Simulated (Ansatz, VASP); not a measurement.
# Mg4Se: VASP beside Ansatz

```
Mg Se
1.0
     6.37514    0.00000    0.00000
    -3.18757    5.52103    0.00000
     0.00000    0.00000    3.83830
Mg Se
4 1
Cartesian
  3.1876 1.8403 1.9191
  -1.6967 4.6602 1.9191
  0.0000 1.7216 1.9191
  1.6967 4.6602 1.9191
  0.0000 3.6807 0.0000
```

Alike in both runs: functional PBE; k mesh 4 × 4 × 3; occupations gaussian, width 0.2 eV; no spin polarisation.

Ansatz relaxed the structure, and its values are those at the end. VASP's run is a single point on that final structure, the one shown.

|  | VASP | Ansatz |
| --- | --- | --- |
| version | VASP 6.6.1 | Ansatz 0.2.0 |
| potentials or method | VASP PAW PBE potentials, release 64 (Mg, Se), cutoff 600 eV | scalar-relativistic, plane waves, PAW |
| valence electrons in the cell | 14 | 56 |

|  | VASP | Ansatz | Ansatz less VASP |
| --- | --- | --- | --- |
| gap on the k mesh at the Fermi level (eV) | none | none | - |
| pressure (GPa) | 0.3 | 0.4 | +0.07 |
| rms of the force components (eV/Å) | 0.033 | 0.032 | -0.0008 |

A gap of «none» marks a metal or a gap that the smearing closes. With one functional, cell and mesh, what is left measures potentials, basis and numerics. VASP's potentials hold 14 valence electrons a cell and Ansatz's 56, so a difference there can come from the potentials and not from the codes.

The k mesh is coarse, so the values compare programs but aren't converged.
